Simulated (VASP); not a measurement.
# CaO (P4/mmm) in VASP: single point with HSE06

Aim: the single point of CaO with HSE06.

Program: VASP 6.6.1. These are calculated values, not measurements. Logs are shortened: lines on timing, memory, paths and dates and some standing lists are left out, and cuts for length are marked.

## (1) The cell of the first run

The structure is tetragonal, space group P4/mmm (No. 123). Conventional cell: a = 2.903 Å, b = 2.903 Å, c = 2.930 Å, α = 90.00°, β = 90.00°, γ = 90.00°. Within 3.3 Å of Ca (site symmetry 4/mmm) lie 8 O at 2.52 Å and 6 Ca at 2.90 to 2.93 Å. O (site symmetry 4/mmm) has 8 Ca at 2.52 Å and 6 O at 2.90 to 2.93 Å within 3.3 Å.

## (2) Single point, HSE06 (uniaxial x strain +0.9%)

POSCAR reads:

```
CaO
1.0
    2.9302088081      0.0000000000      0.0000000000
    0.0000000000      2.9032089648      0.0000000000
    0.0000000000      0.0000000000      2.9032089648
Ca O
1 1
Direct
    0.0000000000      0.0000000000      0.0000000000
    0.5000000000      0.5000000000      0.5000000000
```

INCAR.step1 reads:

```
SYSTEM = CaO
PREC = Accurate ; ENCUT = 520
EDIFF = 1E-5 ; ISMEAR = 0
SIGMA = 0.01 ; LREAL = .False.
LASPH = .True. ; NELM = 100
ALGO = Normal ; ISIF = 2
LWAVE = .True. ; GGA = PE
NBANDS = 15
```

INCAR.step2 reads:

```
SYSTEM = CaO
PREC = Accurate ; ENCUT = 520
EDIFF = 1E-7 ; ISMEAR = 0
SIGMA = 0.01 ; LREAL = .False.
LASPH = .True. ; NELM = 100
ALGO = Normal ; ISIF = 2
LWAVE = .False. ; LCHARG = .True.
GGA = PE ; LHFCALC = .True.
HFSCREEN = 0.2079 ; PRECFOCK = Normal
LELF = .True. ; LVHAR = .True.
ISTART = 1 ; NBANDS = 15
```

KPOINTS reads:

```
regular mesh
0
Gamma
  6 6 6
  0 0 0
```

Potentials or basis: VASP PAW PBE potentials, release 64 (Ca_sv, O).

Run with:

```console
cat potpaw_PBE.64/Ca_sv/POTCAR potpaw_PBE.64/O/POTCAR > POTCAR
cp INCAR.step1 INCAR
mpirun -np 1 vasp_std > vasp.out
cp INCAR.step2 INCAR
mpirun -np 1 vasp_std > vasp.out
```

OUTCAR:

```text
SYSTEM = CaO
   PREC = Accurate
   ENCUT = 520
   EDIFF = 1E-7
   ISMEAR = 0
   LREAL = .False.
   LASPH = .True.
   NELM = 100
   ISIF = 2
   GGA = PE
   LHFCALC = .True.
   HFSCREEN = 0.2079
   PRECFOCK = Normal
   ISTART = 1

 ion  position               nearest neighbor table
   1  0.000  0.000  0.000-   2 2.52   2 2.52   2 2.52   2 2.52   2 2.52   2 2.52   2 2.52   2 2.52

   2  0.500  0.500  0.500-   1 2.52   1 2.52   1 2.52   1 2.52   1 2.52   1 2.52   1 2.52   1 2.52

  LATTYP: Found a simple tetragonal cell.
 ALAT       =     2.9032089648
 C/A-ratio  =     1.0093000000

  Lattice vectors:

 A1 = (   0.0000000000,   2.9032089648,   0.0000000000)
 A2 = (   0.0000000000,   0.0000000000,   2.9032089648)
 A3 = (   2.9302088081,   0.0000000000,   0.0000000000)

Analysis of symmetry for initial positions (statically):
=====================================================================
 Subroutine PRICEL returns:
 Original cell was already a primitive cell.

 Routine SETGRP: Setting up the symmetry group for a
 simple tetragonal supercell.

 Subroutine GETGRP returns: Found 16 space group operations
 (whereof 16 operations were pure point group operations)
 out of a pool of 16 trial point group operations.

The static configuration has the point symmetry D_4h.

Analysis of symmetry for dynamics (positions and initial velocities):
=====================================================================
 Subroutine PRICEL returns:
 Original cell was already a primitive cell.

 Routine SETGRP: Setting up the symmetry group for a
 simple tetragonal supercell.

 Subroutine GETGRP returns: Found 16 space group operations
 (whereof 16 operations were pure point group operations)
 out of a pool of 16 trial point group operations.

The dynamic configuration has the point symmetry D_4h.

 Subroutine INISYM returns: Found 16 space group operations
 (whereof 16 operations are pure point group operations),
 and found     1 'primitive' translations

----------------------------------------------------------------------------------------

                                     Primitive cell

  volume of cell :      24.6976

  direct lattice vectors                    reciprocal lattice vectors
     2.930208808  0.000000000  0.000000000     0.341272607  0.000000000  0.000000000
     0.000000000  2.903208965  0.000000000     0.000000000  0.344446443  0.000000000
     0.000000000  0.000000000  2.903208965     0.000000000  0.000000000  0.344446443

  length of vectors
     2.930208808  2.903208965  2.903208965     0.341272607  0.344446443  0.344446443

  position of ions in fractional coordinates (direct lattice)
     0.000000000  0.000000000  0.000000000
     0.500000000  0.500000000  0.500000000

  ion indices of the primitive-cell ions
   primitive index   ion index
                 1           1
                 2           2

----------------------------------------------------------------------------------------

 KPOINTS: regular mesh

Automatic generation of k-mesh.
 Grid dimensions read from file:
 generate k-points for:    6    6    6

 Generating k-lattice:

  Cartesian coordinates                     Fractional coordinates (reciprocal lattice)
     0.056878768  0.000000000  0.000000000     0.166666667  0.000000000  0.000000000
     0.000000000  0.057407740  0.000000000     0.000000000  0.166666667  0.000000000
     0.000000000  0.000000000  0.057407740     0.000000000  0.000000000  0.166666667

  Length of vectors
     0.056878768  0.057407740  0.057407740

  Shift w.r.t. Gamma in fractional coordinates (k-lattice)
     0.000000000  0.000000000  0.000000000

 Subroutine IBZKPT returns following result:
 ===========================================

 Found     40 irreducible k-points:

 Following reciprocal coordinates:
            Coordinates               Weight
  0.000000  0.000000  0.000000      1.000000
  0.166667  0.000000  0.000000      2.000000
  0.333333  0.000000  0.000000      2.000000
  0.500000  0.000000  0.000000      1.000000
  0.000000  0.166667  0.000000      4.000000
  0.166667  0.166667  0.000000      8.000000
[... 16 lines left out ...]
  0.333333  0.333333  0.166667     16.000000
  0.500000  0.333333  0.166667      8.000000
 [... further k-points ...]
   k-points           NKPTS =     40   k-points in BZ     NKDIM =    216   number of bands    NBANDS=     15
   number of dos      NEDOS =    301   number of ions     NIONS =      2
   total plane-waves  NPLWV =  13824
   dimension x,y,z NGX =    24 NGY =   24 NGZ =   24
   dimension x,y,z NGXF=    48 NGYF=   48 NGZF=   48
   ions per type =               1   1
   NGX,Y,Z   is equivalent  to a cutoff of  13.62, 13.74, 13.74 a.u.
   NGXF,Y,Z  is equivalent  to a cutoff of  27.23, 27.49, 27.49 a.u.
 SYSTEM =  CaO
   PREC   = accura    normal or accurate (medium, high low for compatibility)
   ISTART =      1    job   : 0-new  1-cont  2-samecut
   ICHARG =      0    charge: 1-file 2-atom 10-const
   ISPIN  =      1    spin polarized calculation?
   LNONCOLLINEAR =      F non collinear calculations
   LSORBIT =      F    spin-orbit coupling
   LASPH  =      T    aspherical Exc in radial PAW
   ENCUT  =  520.0 eV  38.22 Ry    6.18 a.u.   5.45  5.40  5.40*2*pi/ulx,y,z
   NELM   =    100;   NELMIN=  2; NELMDL=  0     # of ELM steps
   EDIFF  = 0.1E-06   stopping-criterion for ELM
   LREAL  =      F    real-space projection
   EDIFFG = 0.1E-05   stopping-criterion for IOM
   NSW    =      0    number of steps for IOM
   IBRION =     -1    ionic relax: 0-MD 1-quasi-New 2-CG
   NFREE  =      0    steps in history (QN), initial steepest desc. (CG)
   ISIF   =      2    stress and relaxation
   ISYM   =      3    0-nonsym 1-usesym 2-fastsym
   POTIM  = 0.5000    time-step for ionic-motion
   TEBEG  =    0.0;   TEEND  =   0.0 temperature during run
   PSTRESS=    0.0 pullay stress
   NELECT =      16.0000    total number of electrons
   NUPDOWN=      -1.0000    fix difference up-down
   EMIN   =  10.00;   EMAX   =-10.00  energy-range for DOS
   EFERMI =   0.00;   METHOD = LEGACY
   ISMEAR =     0;   SIGMA  =   0.01  broadening in eV -4-tet -1-fermi 0-gaus
   EFERMI_NEDOS =   21; number of points for ismear=-14 and -15
   IALGO  =     38    algorithm
   IMIX   =      1    mixing-type and parameters
     AMIX     =   0.40;   BMIX     =  1.00
     AMIX_MAG =   1.60;   BMIX_MAG =  1.00
  volume/ion in A,a.u.               =      12.35        83.33
  Fermi-wavevector in a.u.,A,eV,Ry     =   1.416543  2.676878 27.301371  2.006594
  Thomas-Fermi vector in A             =   2.537867
   LORBIT       =      0    0 simple, 1 ext, 2 COOP (PROOUT), +10 PAW based schemes
   GGA     = PE    functional components
   LHFCALC =     T    Hartree Fock is set to
   PRECFOCK=normal    Normal, Fast or Accurate (Low or Medium for compatibility)
   ENCUT4O =  -1.0   cutoff for four orbital integrals eV
   NKREDX  =     1    reduce k-point grid by
   NKREDY  =     1    reduce k-point grid by
   NKREDZ  =     1    reduce k-point grid by
   AEXX    =    0.2500 exact exchange contribution
   HFSCREEN=    0.2079 screening length (either q_TF or 0.3 A-1)
   HFSCREENC=   0.2079 screening length for correlation (either q_TF or 0.3 A-1)
   ENCUTFOCK=  -1.0 apply spherical cutoff to Coloumb kernel
   IVDW    =     0    specifies the selected vdW correction
   LEPSILON=     F    determine dielectric tensor
   LRPA    =     F    only Hartree local field effects (RPA)
 non-spin polarized calculation
 Gauss-broadening in eV      SIGMA  =   0.01
  energy-cutoff  :      520.00
  volume of cell :       24.70
 maximum number of plane-waves:       691
 NGX is ok and might be reduce to    24
  NGX = 18; NGY = 18; NGZ = 18

 number of electron      15.9999995 magnetization

 Free energy of the ion-electron system (eV)
  ---------------------------------------------------
  ext. energy  EPLUGINS =         0.00000000
  ---------------------------------------------------
  free energy    TOTEN  =       -13.87830398 eV

  energy without entropy =      -13.87830398  energy(sigma->0) =      -13.87830398

 E-fermi :   3.2803     XC(G=0):  -9.2008

 val. band max:        3.1685355289   @ k =   0.5000   0.5000   0.0000
 cond. band min:       7.6103764836   @ k =   0.0000   0.0000   0.0000
 fundamental gap:      4.4418409547
 Fermi energy:         3.2802761525

 k-point     1 :       0.0000    0.0000    0.0000
  band No.  band energies     occupation
      1     -38.8775      2.00000
      2     -17.8577      2.00000
      3     -17.8354      2.00000
      4     -17.8354      2.00000
      5     -14.8678      2.00000
      6       2.7432      2.00000
      7       2.8254      2.00000
      8       2.8254      2.00000
      9       7.6104      0.00000
     10       7.6161      0.00000
     11       9.7874      0.00000
     12      13.7580      0.00000
     13      13.7580      0.00000
     14      13.8144      0.00000
     15      24.4304      0.00000

 k-point     2 :       0.1667    0.0000    0.0000
  band No.  band energies     occupation
      1     -38.8379      2.00000
      2     -18.3355      2.00000
      3     -17.8041      2.00000
      4     -17.8041      2.00000
      5     -14.4650      2.00000
      6       1.5351      2.00000
      7       2.7089      2.00000
      8       2.7089      2.00000
      9       7.8555      0.00000
     10       8.7737      0.00000
     11      10.8959      0.00000
     12      13.6525      0.00000
     13      13.6525      0.00000
     14      13.8941      0.00000
     15      22.7844      0.00000
[... 365 lines left out ...]
      3     -18.5270      2.00000
      4     -17.9395      2.00000
      5     -13.8631      2.00000
      6       0.5213      2.00000
      7       0.8579      2.00000
      8       2.0142      2.00000
      9      10.1200      0.00000
     10      11.1220      0.00000
     11      12.0841      0.00000
     12      12.8434      0.00000
     13      13.0446      0.00000
     14      15.9661      0.00000
     15      21.4126      0.00000

 k-point    24 :       0.5000    0.3333    0.1667
  band No.  band energies     occupation
      1     -38.5606      2.00000
      2     -18.8741      2.00000
      3     -18.5267      2.00000
      4     -17.9009      2.00000
      5     -13.9000      2.00000
      6       0.2460      2.00000
      7       0.7716      2.00000
      8       2.1131      2.00000
      9      10.0309      0.00000
     10      10.8341      0.00000
     11      12.0760      0.00000
     12      12.6251      0.00000
     13      13.9261      0.00000
     14      18.3008      0.00000
     15      18.5478      0.00000

 [... further k-points ...]
[... 5 lines left out ...]
  --------------------------------------------------------------------------------------
  -------------------------------------------------------------------------------------
  Total       -0.3687305      0.2178594      0.2178594     -0.0000000      0.0000000      0.0000000
  in kB      -23.9201853     14.1329126     14.1329126     -0.0000000      0.0000000      0.0000000
  external PRESSURE =       1.4485466 kB  Pullay stress =       0.0000000 kB

 VOLUME and BASIS-vectors are now :
 -----------------------------------------------------------------------------
  energy-cutoff  :      520.00
  volume of cell :       24.70
      direct lattice vectors                 reciprocal lattice vectors
     2.930208808  0.000000000  0.000000000     0.341272607  0.000000000  0.000000000
     0.000000000  2.903208965  0.000000000     0.000000000  0.344446443  0.000000000
     0.000000000  0.000000000  2.903208965     0.000000000  0.000000000  0.344446443

 POSITION                                       TOTAL-FORCE (eV/Angst)
 -----------------------------------------------------------------------------------
      0.00000      0.00000      0.00000         0.000000      0.000000      0.000000
      1.46510      1.45160      1.45160         0.000000      0.000000      0.000000
 -----------------------------------------------------------------------------------
    total drift:                               -0.000000     -0.000000     -0.000000

  FREE ENERGIE OF THE ION-ELECTRON SYSTEM (eV)
  ---------------------------------------------------
  free  energy   TOTEN  =       -13.8783039787 eV

  energy  without entropy=      -13.8783039787  energy(sigma->0) =      -13.87830398
```

Run time: 54 min. Hardware: 1 thread of Intel Xeon Platinum 8259CL at 2.50GHz (Skylake/Cascade Lake), shared host; peak memory 0.26 GiB.

What came out:

| Item | Value |
| --- | --- |
| Free energy | -13.8783 eV |
| Pressure | 0.1 GPa |
| Band gap on the k mesh | 4.44 eV (least direct gap 4.79 eV) |

Stress tensor (GPa, compression positive):
```
-2.39  0.00  0.00
 0.00  1.41  0.00
 0.00  0.00  1.41
```

Levels at points of the mesh, in eV from the valence-band top:
```
           k point  band 6  band 7  band 8  band 9  band 10  band 11
(0.00, 0.00, 0.00)   -0.43   -0.34   -0.34    4.44     4.45     6.62
(0.50, 0.00, 0.00)   -4.12   -0.82   -0.82    5.55     9.08    10.32
(0.00, 0.50, 0.00)   -4.11   -0.92   -0.80    5.61     9.19    10.23
(0.50, 0.50, 0.00)   -2.38   -2.35    0.00    5.55     6.54     8.53
(0.00, 0.50, 0.50)   -2.36   -2.36   -0.07    5.63     6.39     8.46
(0.50, 0.50, 0.50)   -3.66   -3.66   -3.66    9.95    10.04    10.04
```

Caveat: the cell differs from its parent crystal (uniaxial x strain +0.9%); the structure was generated, so it needn't be the stable form of CaO; the PAW data sets were made with another functional, which shifts forces and pressure a little.
